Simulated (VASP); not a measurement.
Runs of VASP 6.6.1 on KI. The structure is that of space group Pm-3m (No. 221), or close to it. The cells are those of the table. 

```tsv
task	level	potentials or basis	cell	k mesh	cutoff (eV)	smearing	gap on the mesh (eV)	pressure (GPa)
single point	PBE	VASP PAW PBE potentials, release 64 (K_sv, I)	a = 4.291 Å, 2 atoms	4 × 4 × 4	500	gaussian 0.1 eV	3.33	0.6
relaxation of cell and atoms	PBE	VASP PAW PBE potentials, release 64 (K_sv, I)	relaxed from a = 4.291 Å, 2 atoms	6 × 6 × 6	600	gaussian 0.02 eV	3.24	0.0
single point	PBE	VASP PAW PBE potentials, release 64 (K_sv, I)	a = 4.340 Å, 2 atoms	6 × 6 × 6	520	gaussian 0.02 eV	3.25	0.0
single point	LDA	VASP PAW LDA potentials, release 64 (K_sv, I)	a = 4.273 Å, 2 atoms	6 × 6 × 6	520	gaussian 0.02 eV	(a)	(b)
```

Alike in all rows: no spin polarisation.

Estimate the missing entries.

(a) 3.03; (b) -1.6.

Caveats: spin-orbit coupling is left out, which moves the levels of the heavy elements.

A k mesh can miss the band edges, and the runs leave out spin-orbit coupling on I.
